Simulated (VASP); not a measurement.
A run of VASP 6.6.1 is set up as follows.

File INCAR:

```
SYSTEM = PbS
ALGO = Normal ; EDIFF = 1E-6
ENCUT = 500 ; GGA_COMPAT = .False.
ISIF = 2 ; ISMEAR = 0
LASPH = .True. ; LCHARG = .False.
LREAL = .False. ; LWAVE = .False.
NBANDS = 17 ; NELM = 120
PREC = Accurate ; SIGMA = 0.01
```

File KPOINTS:

```
k-points
0
Gamma
  6 6 6
  0 0 0
```

The input POSCAR:

```
PbS
1.0
    0.0000000000      3.0799278765      3.0799278765
    3.0799278765      0.0000000000      3.0799278765
    3.0799278765      3.0799278765      0.0000000000
Pb S
1 1
Direct
    0.0000000000      0.0000000000      0.0000000000
    0.5000000000      0.5000000000      0.5000000000
```

Potentials or basis: VASP PAW LDA potentials, release 64 (Pb_d, S).

Command:

```bash
$ cat potpaw_LDA.64/Pb_d/POTCAR potpaw_LDA.64/S/POTCAR > POTCAR
$ mpirun -np 1 vasp_std > vasp.out
```

Task: Predict the pressure.

Result: -7.3 GPa.

Task: Predict the band gap on the k mesh.

Result: 0.55 eV, direct.

Caveat: spin-orbit coupling is left out, which moves the levels of the heavy elements. A k mesh can miss the band edges.
